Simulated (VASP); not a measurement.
# Sn (C2/c) in VASP: a series of runs

Runs on Sn. Level: PBE. Tasks: single point.

All numbers are computed with VASP 6.6.1; they aren't measurements. Logs are shortened: lines on timing, memory, paths and dates and some standing lists are left out, and cuts for length are marked.

### Step 1. The cell of the first run

The typed cell holds 2 atoms: a = 4.507 Å, b = 4.507 Å, c = 4.504 Å, α = 97.25°, β = 97.25°, γ = 138.32°.

### Step 2. Single point, PBE

INCAR

```
SYSTEM = Sn
PREC = Accurate ; ENCUT = 520
EDIFF = 1E-6 ; ISMEAR = 0
SIGMA = 0.3 ; LREAL = .False.
LASPH = .True. ; NELM = 80
ALGO = Normal ; ISIF = 2
LWAVE = .False. ; LCHARG = .False.
GGA = PE ; NBANDS = 21
```

KPOINTS

```
Automatic mesh
0
Gamma
  11 11 8
  0 0 0
```

POSCAR

```
Sn
1.0
   -2.9773321013      2.9790067394      1.6030901642
    2.9790067394     -2.9773321013      1.6030901642
    2.9770686044      2.9770686044     -1.6000204610
Sn
2
Direct
    0.0000231878      0.9999768122      0.0000000000
    0.7499768122      0.2500231878      0.5000000000
```

Potentials or basis: VASP PAW PBE potentials, release 64 (Sn_d).

On the command line:

```bash
$ cat potpaw_PBE.64/Sn_d/POTCAR > POTCAR
$ mpirun -np 1 vasp_std > vasp.out
```

OUTCAR:

```text
SYSTEM = Sn
   PREC = Accurate
   ENCUT = 520
   EDIFF = 1E-6
   ISMEAR = 0
   LREAL = .False.
   LASPH = .True.
   NELM = 80
   ISIF = 2
   GGA = PE

 ion  position               nearest neighbor table
   1  0.000  1.000  0.000-   2 3.08   2 3.08   2 3.08   2 3.08
   2  0.750  0.250  0.500-   1 3.08   1 3.08   1 3.08   1 3.08

  LATTYP: Found a base centered monoclinic cell.
 ALAT       =     3.2061812031
 B/A-ratio  =     2.6272798189
 C/A-ratio  =     1.4047838613
 COS(beta)  =    -0.3545544096

  Lattice vectors:

 A1 = (  -2.9773321013,   2.9790067394,   1.6030901642)
 A2 = (   2.9790067394,  -2.9773321013,   1.6030901642)
 A3 = (   2.9770686044,   2.9770686044,  -1.6000204610)

Analysis of symmetry for initial positions (statically):
=====================================================================
 Subroutine PRICEL returns:
 Original cell was already a primitive cell.

 Routine SETGRP: Setting up the symmetry group for a
 base centered monoclinic supercell.

 Subroutine GETGRP returns: Found  4 space group operations
 (whereof  2 operations were pure point group operations)
 out of a pool of  4 trial point group operations.

The static configuration has the point symmetry C_2 .
 The point group associated with its full space group is C_2h.

Analysis of symmetry for dynamics (positions and initial velocities):
=====================================================================
 Subroutine PRICEL returns:
 Original cell was already a primitive cell.

 Routine SETGRP: Setting up the symmetry group for a
 base centered monoclinic supercell.

 Subroutine GETGRP returns: Found  4 space group operations
 (whereof  2 operations were pure point group operations)
 out of a pool of  4 trial point group operations.

The dynamic configuration has the point symmetry C_2 .
 The point group associated with its full space group is C_2h.

 Subroutine INISYM returns: Found  4 space group operations
 (whereof  2 operations are pure point group operations),
 and found     1 'primitive' translations

----------------------------------------------------------------------------------------

                                     Primitive cell

  volume of cell :      56.8693

  direct lattice vectors                    reciprocal lattice vectors
    -2.977332101  2.979006739  1.603090164    -0.000153283  0.167735084  0.311810085
     2.979006739 -2.977332101  1.603090164     0.167735084 -0.000153283  0.311810085
     2.977068604  2.977068604 -1.600020461     0.167903313  0.167903313 -0.000175397

  length of vectors
     4.506538103  4.506538103  4.503991610     0.354063004  0.354063004  0.237451207

  position of ions in fractional coordinates (direct lattice)
     0.000023188  0.999976812  1.000000000
     0.749976812  0.250023188  0.500000000

  ion indices of the primitive-cell ions
   primitive index   ion index
                 1           1
                 2           2

----------------------------------------------------------------------------------------

 KPOINTS: Automatic mesh

Automatic generation of k-mesh.
 Grid dimensions read from file:
 generate k-points for:   11   11    8

 Generating k-lattice:

  Cartesian coordinates                     Fractional coordinates (reciprocal lattice)
    -0.000013935  0.015248644  0.028346371     0.090909091  0.000000000 -0.000000000
     0.015248644 -0.000013935  0.028346371     0.000000000  0.090909091 -0.000000000
     0.020987914  0.020987914 -0.000021925    -0.000000000 -0.000000000  0.125000000

  Length of vectors
     0.032187546  0.032187546  0.029681401

  Shift w.r.t. Gamma in fractional coordinates (k-lattice)
     0.000000000  0.000000000  0.000000000

 Subroutine IBZKPT returns following result:
 ===========================================

 Found    270 irreducible k-points:

 Following reciprocal coordinates:
            Coordinates               Weight
  0.000000  0.000000  0.000000      1.000000
  0.090909 -0.000000  0.000000      4.000000
  0.181818  0.000000 -0.000000      4.000000
  0.272727  0.000000  0.000000      4.000000
  0.363636  0.000000  0.000000      4.000000
  0.454545  0.000000  0.000000      4.000000
[... 16 lines left out ...]
 -0.272727  0.181818  0.000000      4.000000
 -0.181818  0.181818  0.000000      2.000000
 [... further k-points ...]
   k-points           NKPTS =    270   k-points in BZ     NKDIM =    270   number of bands    NBANDS=     21
   number of dos      NEDOS =    301   number of ions     NIONS =      2
   total plane-waves  NPLWV =  46656
   dimension x,y,z NGX =    36 NGY =   36 NGZ =   36
   dimension x,y,z NGXF=    72 NGYF=   72 NGZF=   72
   ions per type =               2
   NGX,Y,Z   is equivalent  to a cutoff of  13.28, 13.28, 13.29 a.u.
   NGXF,Y,Z  is equivalent  to a cutoff of  26.56, 26.56, 26.58 a.u.
 SYSTEM =  Sn
   PREC   = accura    normal or accurate (medium, high low for compatibility)
   ISTART =      0    job   : 0-new  1-cont  2-samecut
   ICHARG =      2    charge: 1-file 2-atom 10-const
   ISPIN  =      1    spin polarized calculation?
   LNONCOLLINEAR =      F non collinear calculations
   LSORBIT =      F    spin-orbit coupling
   LASPH  =      T    aspherical Exc in radial PAW
   ENCUT  =  520.0 eV  38.22 Ry    6.18 a.u.   8.38  8.38  8.37*2*pi/ulx,y,z
   NELM   =     80;   NELMIN=  2; NELMDL= -5     # of ELM steps
   EDIFF  = 0.1E-05   stopping-criterion for ELM
   LREAL  =      F    real-space projection
   EDIFFG = 0.1E-04   stopping-criterion for IOM
   NSW    =      0    number of steps for IOM
   IBRION =     -1    ionic relax: 0-MD 1-quasi-New 2-CG
   NFREE  =      0    steps in history (QN), initial steepest desc. (CG)
   ISIF   =      2    stress and relaxation
   ISYM   =      2    0-nonsym 1-usesym 2-fastsym
   POTIM  = 0.5000    time-step for ionic-motion
   TEBEG  =    0.0;   TEEND  =   0.0 temperature during run
   PSTRESS=    0.0 pullay stress
   NELECT =      28.0000    total number of electrons
   NUPDOWN=      -1.0000    fix difference up-down
   EMIN   =  10.00;   EMAX   =-10.00  energy-range for DOS
   EFERMI =   0.00;   METHOD = LEGACY
   ISMEAR =     0;   SIGMA  =   0.30  broadening in eV -4-tet -1-fermi 0-gaus
   EFERMI_NEDOS =   21; number of points for ismear=-14 and -15
   IALGO  =     38    algorithm
   IMIX   =      4    mixing-type and parameters
     AMIX     =   0.40;   BMIX     =  1.00
     AMIX_MAG =   1.60;   BMIX_MAG =  1.00
  volume/ion in A,a.u.               =      28.43       191.89
  Fermi-wavevector in a.u.,A,eV,Ry     =   1.292711  2.442870 22.736723  1.671102
  Thomas-Fermi vector in A             =   2.424402
   LORBIT       =      0    0 simple, 1 ext, 2 COOP (PROOUT), +10 PAW based schemes
   GGA     = PE    functional components
   LHFCALC =     F    Hartree Fock is set to
   AEXX    =    0.0000 exact exchange contribution
   IVDW    =     0    specifies the selected vdW correction
   LEPSILON=     F    determine dielectric tensor
   LRPA    =     F    only Hartree local field effects (RPA)
 non-spin polarized calculation
 Gauss-broadening in eV      SIGMA  =   0.30
  energy-cutoff  :      520.00
  volume of cell :       56.87
 maximum number of plane-waves:      1549
 NGX is ok and might be reduce to    36
   NGX = 17   NGY = 17   NGZ = 17

 number of electron      27.9999994 magnetization

 Free energy of the ion-electron system (eV)
  ---------------------------------------------------
  ext. energy  EPLUGINS =         0.00000000
  ---------------------------------------------------
  free energy    TOTEN  =        -7.63885036 eV

  energy without entropy =       -7.59703381  energy(sigma->0) =       -7.61794208

 E-fermi :   7.3837     XC(G=0): -10.0870

 val. band max:        7.3822559760   @ k =   0.2727   0.2727   0.5000
 cond. band min:       7.4001911945   @ k =   0.3636   0.0000   0.1250
 fundamental gap:      0.0179352186
 Fermi energy:         7.3836714750

 k-point     1 :       0.0000    0.0000    0.0000
  band No.  band energies     occupation
      1     -14.1798      2.00000
      2     -14.1197      2.00000
      3     -14.0708      2.00000
      4     -14.0693      2.00000
      5     -13.9309      2.00000
      6     -13.9307      2.00000
[... 13 lines left out ...]
     20      16.9250      0.00000
     21      17.6103      0.00000

 k-point     2 :       0.0909   -0.0000    0.0000
  band No.  band energies     occupation
      1     -14.1753      2.00000
      2     -14.1040      2.00000
      3     -14.0643      2.00000
      4     -14.0527      2.00000
      5     -13.9413      2.00000
      6     -13.9396      2.00000
[... 13 lines left out ...]
     20      16.6164      0.00000
     21      16.7449      0.00000

 k-point     3 :       0.1818    0.0000   -0.0000
  band No.  band energies     occupation
      1     -14.1620      2.00000
      2     -14.0646      2.00000
      3     -14.0507      2.00000
      4     -14.0131      2.00000
      5     -13.9634      2.00000
      6     -13.9470      2.00000
[... 13 lines left out ...]
     20      15.2872      0.00000
     21      15.6643      0.00000

 k-point     4 :       0.2727    0.0000    0.0000
  band No.  band energies     occupation
      1     -14.1437      2.00000
      2     -14.0345      2.00000
      3     -14.0291      2.00000
      4     -14.0012      2.00000
      5     -13.9864      2.00000
      6     -13.9510      2.00000
[... 13 lines left out ...]
     20      14.3494      0.00000
     21      15.9313      0.00000

 k-point     5 :       0.3636    0.0000    0.0000
  band No.  band energies     occupation
      1     -14.1274      2.00000
      2     -14.0318      2.00000
      3     -14.0282      2.00000
      4     -14.0124      2.00000
      5     -13.9915      2.00000
      6     -13.9673      2.00000
[... 13 lines left out ...]
     20      14.4042      0.00000
     21      16.8514      0.00000
[... 382 lines left out ...]
     20      15.5626      0.00000
     21      16.1341      0.00000

 k-point    22 :      -0.3636    0.1818   -0.0000
  band No.  band energies     occupation
      1     -14.1255      2.00000
      2     -14.0720      2.00000
      3     -14.0452      2.00000
      4     -14.0195      2.00000
      5     -13.9707      2.00000
      6     -13.9414      2.00000
[... 13 lines left out ...]
     20      15.8345      0.00000
     21      16.8383      0.00000

 k-point    23 :      -0.2727    0.1818    0.0000
  band No.  band energies     occupation
      1     -14.1424      2.00000
      2     -14.1079      2.00000
      3     -14.0725      2.00000
      4     -14.0376      2.00000
      5     -13.9533      2.00000
      6     -13.9255      2.00000
[... 13 lines left out ...]
     20      17.2644      0.00000
     21      17.8194      0.00000

 k-point    24 :      -0.1818    0.1818    0.0000
  band No.  band energies     occupation
      1     -14.1562      2.00000
      2     -14.1223      2.00000
      3     -14.0833      2.00000
      4     -14.0505      2.00000
      5     -13.9424      2.00000
      6     -13.9206      2.00000
[... 13 lines left out ...]
     20      17.4691      0.00000
     21      17.6344      0.00000

 [... further k-points ...]

------------------------ aborting loop because EDIFF is reached ----------------------------------------

  FORCE on cell =-STRESS in cart. coord.  units (eV):
  Direction    XX          YY          ZZ          XY          YZ          ZX
  --------------------------------------------------------------------------------------
  -------------------------------------------------------------------------------------
  Total       -0.0143238     -0.0143238     -0.0059861      0.0005250      0.0012542      0.0012542
  in kB       -0.4035444     -0.4035444     -0.1686464      0.0147920      0.0353337      0.0353342
  external PRESSURE =      -0.3252450 kB  Pullay stress =       0.0000000 kB

 VOLUME and BASIS-vectors are now :
 -----------------------------------------------------------------------------
  energy-cutoff  :      520.00
  volume of cell :       56.87
      direct lattice vectors                 reciprocal lattice vectors
    -2.977332101  2.979006739  1.603090164    -0.000153283  0.167735084  0.311810085
     2.979006739 -2.977332101  1.603090164     0.167735084 -0.000153283  0.311810085
     2.977068604  2.977068604 -1.600020461     0.167903313  0.167903313 -0.000175397

 POSITION                                       TOTAL-FORCE (eV/Angst)
 -----------------------------------------------------------------------------------
      2.97887     -2.97719      1.60309         0.000221     -0.000221     -0.000000
      0.00043      2.97832      0.80308        -0.000221      0.000221      0.000000
 -----------------------------------------------------------------------------------
    total drift:                                0.000000     -0.000000      0.000000

  FREE ENERGIE OF THE ION-ELECTRON SYSTEM (eV)
  ---------------------------------------------------
  free  energy   TOTEN  =        -7.6388503613 eV

  energy  without entropy=       -7.5970338053  energy(sigma->0) =       -7.61794208
```

Run time: 2.7 min. Hardware: 1 thread of AMD EPYC 9R45 (Zen 5), shared host; peak memory 0.36 GiB.

What came out:

```
Free energy            : -7.6389 eV
Pressure               : 0.0 GPa
Band gap on the k mesh : zero (bands 14 and 15 overlap by 3.51 eV)
```

Caveat: so wide a smearing shifts energies and pressures; spin-orbit coupling is left out, which moves the levels of the heavy elements.

(Continued in part 2 of 2.)
